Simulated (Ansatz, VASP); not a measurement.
# Two plane-wave programs on CsO

```xyz
4
Lattice="-2.1286 3.2632 3.7585 2.1286 -3.2632 3.7585 2.1286 3.2632 -3.7585" Properties=species:S:1:pos:R:3 pbc="T T T"
Cs    0.0000    0.0000    1.8793
Cs    0.0000    0.0000    5.6378
O     0.0000    4.0464    0.0000
O     0.0000    2.4801    0.0000
```

Change from the starting cell: strain -0.0150 x Voigt [1, -1, 0, 0, 0, 0], atoms carried along.

Alike in both runs: task single point; functional LDA; k mesh 8 × 8 × 8; occupations gaussian, width 0.05 eV; no spin polarisation.

```csv
,VASP,Ansatz
version,VASP 6.6.1,Ansatz 0.2.0
potentials or method,"VASP PAW LDA potentials, release 64 (Cs_sv, O), cutoff 520 eV","scalar-relativistic, plane waves, PAW"
valence electrons in the cell,30,30
```

```csv
,VASP,Ansatz,Ansatz less VASP
gap on the k mesh at the Fermi level (eV),1.62,1.63,+0.010
least direct gap on the mesh (eV),1.76,1.77,+0.013
pressure (GPa),-3.6,-3.9,-0.32
"traceless stress, the component that is largest in VASP (GPa)",-2.24,-2.40,-0.166
rms of the force components (eV/Å),0.588,0.660,+0.0728
```

LDA's correlation is that of Perdew and Zunger in VASP and of Perdew and Wang (1992) in Ansatz. Atom by atom the forces differ by 0.073 eV/Å (rms over components).

Spin-orbit coupling is off throughout.
